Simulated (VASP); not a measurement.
# Ir (P6_3/mmc) in VASP: a series of runs

The runs below take Ir through single point, relaxation of cell and atoms, with PBE.

Program: VASP 6.6.1. These are calculated values, not measurements. Logs are shortened: lines on timing, memory, paths and dates and some standing lists are left out, and cuts for length are marked.

## 1. The cell of the first run

Symmetry: P6_3/mmc, No. 194, hexagonal system. Conventional cell: a = 2.748 Å, b = 2.748 Å, c = 4.453 Å, α = 90.00°, β = 90.00°, γ = 120.00°. Ir (site symmetry -6m2) has 12 Ir at 2.73 to 2.75 Å within 3.6 Å.

## 2. Single point, PBE

INCAR reads:

```
ALGO     = Normal         # electronic algorithm
EDIFF    = 1E-6           # SCF threshold, eV
ENCUT    = 520            # plane-wave cutoff, eV
GGA      = PE             # functional
ISIF     = 2              # what is computed and relaxed
ISMEAR   = 0              # smearing method
LASPH    = True           # aspherical terms in the spheres
LCHARG   = False          # write CHGCAR
LREAL    = False          # projectors in reciprocal space
LWAVE    = False          # write WAVECAR
NBANDS   = 16             # bands
NELM     = 100            # most SCF steps
PREC     = Accurate       # precision mode
SIGMA    = 0.1            # smearing width, eV
```

KPOINTS reads:

```
k-points
0
Gamma
  18 18 10
```

POSCAR reads:

```
Ir
1.0
    2.7479499760      0.0000000000      0.0000000000
   -1.3739749880      2.3797944875      0.0000000000
    0.0000000000      0.0000000000      4.4530442219
Ir
2
Direct
    0.3333333333      0.6666666667      0.2500000000
    0.6666666667      0.3333333333      0.7500000000
```

Potentials or basis: VASP PAW PBE potentials, release 64 (Ir).

Run with:

```
$ cat potpaw_PBE.64/Ir/POTCAR > POTCAR
$ mpirun -np 1 vasp_std > vasp.out
```

OUTCAR:

```text
EDIFF = 1E-6
   ENCUT = 520
   GGA = PE
   ISIF = 2
   ISMEAR = 0
   LASPH = True
   LREAL = False
   NELM = 100
   PREC = Accurate

 ion  position               nearest neighbor table
   1  0.333  0.667  0.250-   2 2.73   2 2.73   2 2.73   2 2.73   2 2.73   2 2.73
   2  0.667  0.333  0.750-   1 2.73   1 2.73   1 2.73   1 2.73   1 2.73   1 2.73

  LATTYP: Found a hexagonal cell.
 ALAT       =     2.7479499760
 C/A-ratio  =     1.6204968288

  Lattice vectors:

 A1 = (   2.7479499760,   0.0000000000,   0.0000000000)
 A2 = (  -1.3739749880,   2.3797944875,   0.0000000000)
 A3 = (   0.0000000000,   0.0000000000,   4.4530442219)

Analysis of symmetry for initial positions (statically):
=====================================================================
 Subroutine PRICEL returns:
 Original cell was already a primitive cell.

 Routine SETGRP: Setting up the symmetry group for a
 hexagonal supercell.

 Subroutine GETGRP returns: Found 24 space group operations
 (whereof 12 operations were pure point group operations)
 out of a pool of 24 trial point group operations.

The static configuration has the point symmetry D_3d.
 The point group associated with its full space group is D_6h.

Analysis of symmetry for dynamics (positions and initial velocities):
=====================================================================
 Subroutine PRICEL returns:
 Original cell was already a primitive cell.

 Routine SETGRP: Setting up the symmetry group for a
 hexagonal supercell.

 Subroutine GETGRP returns: Found 24 space group operations
 (whereof 12 operations were pure point group operations)
 out of a pool of 24 trial point group operations.

The dynamic configuration has the point symmetry D_3d.
 The point group associated with its full space group is D_6h.

 Subroutine INISYM returns: Found 24 space group operations
 (whereof 12 operations are pure point group operations),
 and found     1 'primitive' translations

----------------------------------------------------------------------------------------

                                     Primitive cell

  volume of cell :      29.1209

  direct lattice vectors                    reciprocal lattice vectors
     2.747949976  0.000000000  0.000000000     0.363907643  0.210102176  0.000000000
    -1.373974988  2.379794487  0.000000000     0.000000000  0.420204352  0.000000000
     0.000000000  0.000000000  4.453044222     0.000000000  0.000000000  0.224565477

  length of vectors
     2.747949976  2.747949976  4.453044222     0.420204352  0.420204352  0.224565477

  position of ions in fractional coordinates (direct lattice)
     0.333333333  0.666666667  0.250000000
     0.666666667  0.333333333  0.750000000

  ion indices of the primitive-cell ions
   primitive index   ion index
                 1           1
                 2           2

----------------------------------------------------------------------------------------

 KPOINTS: k-points

Automatic generation of k-mesh.
 Grid dimensions read from file:
 generate k-points for:   18   18   10

 Generating k-lattice:

  Cartesian coordinates                     Fractional coordinates (reciprocal lattice)
     0.020217091  0.011672343  0.000000000     0.055555556  0.000000000  0.000000000
     0.000000000  0.023344686  0.000000000     0.000000000  0.055555556  0.000000000
     0.000000000  0.000000000  0.022456548     0.000000000  0.000000000  0.100000000

  Length of vectors
     0.023344686  0.023344686  0.022456548

  Shift w.r.t. Gamma in fractional coordinates (k-lattice)
     0.000000000  0.000000000  0.000000000

 Subroutine IBZKPT returns following result:
 ===========================================

 Found    222 irreducible k-points:

 Following reciprocal coordinates:
            Coordinates               Weight
  0.000000  0.000000  0.000000      1.000000
  0.055556 -0.000000  0.000000      6.000000
  0.111111 -0.000000  0.000000      6.000000
  0.166667 -0.000000  0.000000      6.000000
  0.222222 -0.000000  0.000000      6.000000
  0.277778  0.000000  0.000000      6.000000
[... 16 lines left out ...]
  0.333333  0.111111  0.000000     12.000000
  0.388889  0.111111  0.000000     12.000000
 [... further k-points ...]
   k-points           NKPTS =    222   k-points in BZ     NKDIM =    222   number of bands    NBANDS=     16
   number of dos      NEDOS =    301   number of ions     NIONS =      2
   total plane-waves  NPLWV =  14400
   dimension x,y,z NGX =    20 NGY =   20 NGZ =   36
   dimension x,y,z NGXF=    40 NGYF=   40 NGZF=   72
   ions per type =               2
   NGX,Y,Z   is equivalent  to a cutoff of  12.10, 12.10, 13.44 a.u.
   NGXF,Y,Z  is equivalent  to a cutoff of  24.20, 24.20, 26.88 a.u.
 SYSTEM =  unknown system
   PREC   = accura    normal or accurate (medium, high low for compatibility)
   ISTART =      0    job   : 0-new  1-cont  2-samecut
   ICHARG =      2    charge: 1-file 2-atom 10-const
   ISPIN  =      1    spin polarized calculation?
   LNONCOLLINEAR =      F non collinear calculations
   LSORBIT =      F    spin-orbit coupling
   LASPH  =      T    aspherical Exc in radial PAW
   ENCUT  =  520.0 eV  38.22 Ry    6.18 a.u.   5.11  5.11  8.28*2*pi/ulx,y,z
   NELM   =    100;   NELMIN=  2; NELMDL= -5     # of ELM steps
   EDIFF  = 0.1E-05   stopping-criterion for ELM
   LREAL  =      F    real-space projection
   EDIFFG = 0.1E-04   stopping-criterion for IOM
   NSW    =      0    number of steps for IOM
   IBRION =     -1    ionic relax: 0-MD 1-quasi-New 2-CG
   NFREE  =      0    steps in history (QN), initial steepest desc. (CG)
   ISIF   =      2    stress and relaxation
   ISYM   =      2    0-nonsym 1-usesym 2-fastsym
   POTIM  = 0.5000    time-step for ionic-motion
   TEBEG  =    0.0;   TEEND  =   0.0 temperature during run
   PSTRESS=    0.0 pullay stress
   NELECT =      18.0000    total number of electrons
   NUPDOWN=      -1.0000    fix difference up-down
   EMIN   =  10.00;   EMAX   =-10.00  energy-range for DOS
   EFERMI =   0.00;   METHOD = LEGACY
   ISMEAR =     0;   SIGMA  =   0.10  broadening in eV -4-tet -1-fermi 0-gaus
   EFERMI_NEDOS =   21; number of points for ismear=-14 and -15
   IALGO  =     38    algorithm
   IMIX   =      4    mixing-type and parameters
     AMIX     =   0.40;   BMIX     =  1.00
     AMIX_MAG =   1.60;   BMIX_MAG =  1.00
  volume/ion in A,a.u.               =      14.56        98.26
  Fermi-wavevector in a.u.,A,eV,Ry     =   1.394539  2.635296 26.459769  1.944738
  Thomas-Fermi vector in A             =   2.518078
   LORBIT       =      0    0 simple, 1 ext, 2 COOP (PROOUT), +10 PAW based schemes
   GGA     = PE    functional components
   LHFCALC =     F    Hartree Fock is set to
   AEXX    =    0.0000 exact exchange contribution
   IVDW    =     0    specifies the selected vdW correction
   LEPSILON=     F    determine dielectric tensor
   LRPA    =     F    only Hartree local field effects (RPA)
 non-spin polarized calculation
 Gauss-broadening in eV      SIGMA  =   0.10
  energy-cutoff  :      520.00
  volume of cell :       29.12
 maximum number of plane-waves:       798
   NGX = 11   NGY = 11   NGZ = 17

 number of electron      18.0000000 magnetization

 Free energy of the ion-electron system (eV)
  ---------------------------------------------------
  ext. energy  EPLUGINS =         0.00000000
  ---------------------------------------------------
  free energy    TOTEN  =       -17.55867074 eV

  energy without entropy =      -17.54807361  energy(sigma->0) =      -17.55337218

 E-fermi :  10.0369     XC(G=0): -13.8167

 val. band max:       10.0324867700   @ k =   0.3889  -0.0000   0.0000
 cond. band min:      10.0477071655   @ k =   0.3333   0.0000   0.4000
 fundamental gap:      0.0152203955
 Fermi energy:        10.0369344068

 k-point     1 :       0.0000    0.0000    0.0000
  band No.  band energies     occupation
      1      -0.8986      2.00000
      2       2.1379      2.00000
      3       6.2480      2.00000
      4       6.3428      2.00000
      5       6.3428      2.00000
      6       6.9737      2.00000
[... 8 lines left out ...]
     15      26.4631      0.00000
     16      27.4616      0.00000

 k-point     2 :       0.0556   -0.0000    0.0000
  band No.  band energies     occupation
      1      -0.7809      2.00000
      2       2.2430      2.00000
      3       6.0203      2.00000
      4       6.4408      2.00000
      5       6.5459      2.00000
      6       6.9094      2.00000
[... 8 lines left out ...]
     15      26.6185      0.00000
     16      27.6442      0.00000

 k-point     3 :       0.1111   -0.0000    0.0000
  band No.  band energies     occupation
      1      -0.4366      2.00000
      2       2.5384      2.00000
      3       5.7067      2.00000
      4       6.6743      2.00000
      5       6.7305      2.00000
      6       6.8849      2.00000
[... 8 lines left out ...]
     15      27.0302      0.00000
     16      27.9647      0.00000

 k-point     4 :       0.1667   -0.0000    0.0000
  band No.  band energies     occupation
      1       0.1050      2.00000
      2       2.9484      2.00000
      3       5.4001      2.00000
      4       6.2243      2.00000
      5       6.4522      2.00000
      6       7.1962      2.00000
[... 8 lines left out ...]
     15      27.2869      0.00000
     16      27.6228      0.00000

 k-point     5 :       0.2222   -0.0000    0.0000
  band No.  band energies     occupation
      1       0.7874      2.00000
      2       3.2936      2.00000
      3       5.2506      2.00000
      4       5.4084      2.00000
      5       6.2524      2.00000
      6       6.9052      2.00000
[... 8 lines left out ...]
     15      26.4916      0.00000
     16      26.5289      0.00000

 k-point     6 :       0.2778    0.0000    0.0000
  band No.  band energies     occupation
      1       1.5134      2.00000
      2       3.3537      2.00000
      3       4.7044      2.00000
      4       5.3858      2.00000
      5       6.2438      2.00000
      6       6.6281      2.00000
[... 8 lines left out ...]
     15      25.0647      0.00000
     16      25.5384      0.00000

 k-point     7 :       0.3333    0.0000    0.0000
  band No.  band energies     occupation
      1       2.1404      2.00000
      2       3.1896      2.00000
      3       4.1394      2.00000
      4       5.6647      2.00000
      5       6.3904      2.00000
      6       6.5308      2.00000
[... 8 lines left out ...]
     15      23.6920      0.00000
     16      24.7487      0.00000

 k-point     8 :       0.3889   -0.0000    0.0000
  band No.  band energies     occupation
      1       2.5422      2.00000
      2       2.9902      2.00000
      3       3.7274      2.00000
      4       6.0488      2.00000
      5       6.2095      2.00000
      6       6.7419      2.00000
[... 8 lines left out ...]
     15      22.5160      0.00000
     16      24.1438      0.00000

 k-point     9 :       0.4444   -0.0000    0.0000
  band No.  band energies     occupation
      1       2.7131      2.00000
      2       2.8586      2.00000
      3       3.4769      2.00000
      4       6.0968      2.00000
      5       6.4785      2.00000
      6       6.6375      2.00000
[... 8 lines left out ...]
     15      21.6901      0.00000
     16      21.9539      0.00000
[... 172 lines left out ...]
 k-point    19 :       0.1111    0.1111    0.0000
  band No.  band energies     occupation
      1       0.4209      2.00000
      2       3.2022      2.00000
      3       5.1641      2.00000
      4       5.9252      2.00000
      5       6.4130      2.00000
      6       6.7731      2.00000
[... 8 lines left out ...]
     15      25.8199      0.00000
     16      27.5921      0.00000

 k-point    20 :       0.1667    0.1111    0.0000
  band No.  band energies     occupation
      1       1.0928      2.00000
      2       3.5895      2.00000
      3       4.9118      2.00000
      4       5.2387      2.00000
      5       6.2760      2.00000
      6       6.4670      2.00000
[... 8 lines left out ...]
     15      24.5363      0.00000
     16      26.6254      0.00000

 k-point    21 :       0.2222    0.1111    0.0000
  band No.  band energies     occupation
      1       1.8237      2.00000
      2       3.6976      2.00000
      3       4.6185      2.00000
      4       4.9482      2.00000
      5       6.2333      2.00000
      6       6.2912      2.00000
[... 8 lines left out ...]
     15      23.3219      0.00000
     16      25.7753      0.00000

 k-point    22 :       0.2778    0.1111    0.0000
  band No.  band energies     occupation
      1       2.4727      2.00000
      2       3.5221      2.00000
      3       4.1089      2.00000
      4       5.2526      2.00000
      5       6.0732      2.00000
      6       6.5407      2.00000
[... 8 lines left out ...]
     15      22.0249      0.00000
     16      25.0832      0.00000

 k-point    23 :       0.3333    0.1111    0.0000
  band No.  band energies     occupation
      1       2.8951      2.00000
      2       3.3088      2.00000
      3       3.7324      2.00000
      4       5.6791      2.00000
      5       5.9850      2.00000
      6       6.7780      2.00000
[... 8 lines left out ...]
     15      20.8063      0.00000
     16      24.5622      0.00000

 k-point    24 :       0.3889    0.1111    0.0000
  band No.  band energies     occupation
      1       3.0741      2.00000
      2       3.1691      2.00000
      3       3.5020      2.00000
      4       5.9551      2.00000
      5       6.1141      2.00000
      6       6.5933      2.00000
[... 8 lines left out ...]
     15      20.3958      0.00000
     16      23.0910      0.00000

 [... further k-points ...]
[... 5 lines left out ...]
  --------------------------------------------------------------------------------------
  -------------------------------------------------------------------------------------
  Total        0.0956443      0.0956443      0.0986841      0.0000000     -0.0000000     -0.0000000
  in kB        5.2621639      5.2621639      5.4294093      0.0000000     -0.0000000     -0.0000000
  external PRESSURE =       5.3179124 kB  Pullay stress =       0.0000000 kB

 VOLUME and BASIS-vectors are now :
 -----------------------------------------------------------------------------
  energy-cutoff  :      520.00
  volume of cell :       29.12
      direct lattice vectors                 reciprocal lattice vectors
     2.747949976  0.000000000  0.000000000     0.363907643  0.210102176  0.000000000
    -1.373974988  2.379794487  0.000000000     0.000000000  0.420204352  0.000000000
     0.000000000  0.000000000  4.453044222     0.000000000  0.000000000  0.224565477

 POSITION                                       TOTAL-FORCE (eV/Angst)
 -----------------------------------------------------------------------------------
     -0.00000      1.58653      1.11326        -0.000000     -0.000000      0.000000
      1.37397      0.79326      3.33978         0.000000      0.000000      0.000000
 -----------------------------------------------------------------------------------
    total drift:                               -0.000000      0.000000     -0.000000

  FREE ENERGIE OF THE ION-ELECTRON SYSTEM (eV)
  ---------------------------------------------------
  free  energy   TOTEN  =       -17.5586707404 eV

  energy  without entropy=      -17.5480736140  energy(sigma->0) =      -17.55337218
```

Run time: 55 s. Hardware: 1 thread of Intel Xeon 6975P-C, shared host; peak memory 0.21 GiB.

What came out:

```yaml
Free_energy: -17.5587 eV
Pressure: 0.5 GPa
Band_gap_on_the_k_mesh: zero (band 9 reaches 10.95 eV, above the bottom of band 10 at 7.77 eV)
```

Caveat: spin-orbit coupling is left out, which moves the levels of the heavy elements.

## 3. Relaxation of cell and atoms, PBE

This run uses another cell than the first one, of 14.07 Å³/atom, 0.967 times its volume.

INCAR reads:

```
SYSTEM = Ir
PREC     = Accurate       ! precision mode
ENCUT    = 600            ! plane-wave cutoff, eV
EDIFF    = 1E-6           ! SCF threshold, eV
ISMEAR   = 0              ! smearing method
SIGMA    = 0.1            ! smearing width, eV
LREAL    = .False.        ! projectors in reciprocal space
LASPH    = .True.         ! aspherical terms in the spheres
NELM     = 100            ! most SCF steps
ALGO     = Normal         ! electronic algorithm
ISIF     = 3              ! what is computed and relaxed
LWAVE    = .False.        ! write WAVECAR
LCHARG   = .False.        ! write CHGCAR
GGA      = PE             ! functional
IBRION   = 2              ! ionic algorithm
NSW      = 80             ! ionic steps
EDIFFG   = -0.02          ! ionic threshold
```

KPOINTS reads:

```
Automatic mesh
0
Gamma
  18 18 10
  0 0 0
```

POSCAR reads:

```
Ir
1.0
    2.7100000000      0.0000000000      0.0000000000
   -1.3550000000      2.3469288443      0.0000000000
    0.0000000000      0.0000000000      4.4254300000
Ir
2
Direct
    0.3333333333      0.6666666667      0.2500000000
    0.6666666667      0.3333333333      0.7500000000
```

Potentials or basis: VASP PAW PBE potentials, release 64 (Ir).

Run with:

```
$ cat potpaw_PBE.64/Ir/POTCAR > POTCAR
$ mpirun -np 1 vasp_std > vasp.out
```

Wall time 4.4 min (1 thread of Intel Xeon 6975P-C, shared host); peak memory 0.24 GiB.

Results (log left out):

* Free energy: -17.5592 eV
* Relaxed volume: 14.59 Å³/atom
* Relaxed cell: a = 2.749 Å, b = 2.749 Å, c = 4.456 Å, α = 90.00°, β = 90.00°, γ = 120.00°
* Space group after relaxing (to 0.05 Å): P6_3/mmc (No. 194)
* Energy gained by relaxing: 21.5 meV/atom
* Ionic steps: 10
* Pressure after relaxing: 0.0 GPa
* Band gap on the k mesh: zero (band 9 reaches 10.92 eV, above the bottom of band 10 at 7.75 eV)

The path:
```tsv
step	energy change (eV)	largest force (eV/Å)	pressure (GPa)	volume (Å³)
1	0.0000	0.0000	13.57	28.15
2	0.4330	0.0000	-32.28	33.28
3	-0.0423	0.0000	-0.85	29.24
4	-0.0424	0.0000	-0.12	29.18
5	-0.0424	0.0000	0.11	29.16
6	-0.0429	0.0000	0.26	29.15
7	-0.0430	0.0000	0.23	29.15
8	-0.0430	0.0000	0.23	29.15
9	-0.0429	0.0000	-0.59	29.22
10	-0.0430	0.0000	0.02	29.17
```

Final structure:
```
CELL_PARAMETERS angstrom
2.74944 0.00000 0.00000
-1.37472 2.38109 0.00000
0.00000 0.00000 4.45594
ATOMIC_POSITIONS crystal
Ir 0.33333 0.66667 0.25000
Ir 0.66667 0.33333 0.75000
```

Levels at points of the mesh, in eV from the Fermi level:
```
           k point  band 5  band 6  band 7  band 8  band 9  band 10  band 11  band 12  band 13
(0.00, 0.00, 0.00)   -3.68   -3.05   -3.05   -2.29   -2.29    -0.74     0.25     0.25     6.81
(0.50, 0.00, 0.00)   -3.43   -3.33   -2.87    0.66    0.91     1.06     2.84     4.26     8.07
(0.00, 0.00, 0.50)   -3.80   -3.80   -3.80   -3.80   -0.47    -0.47    -0.47    -0.47    13.57
(0.50, 0.00, 0.50)   -2.05   -2.05   -0.92   -0.92    0.90     0.90     1.96     1.96     7.41
```

Caveat: spin-orbit coupling is left out, which moves the levels of the heavy elements.

[end of part 1 of 2]
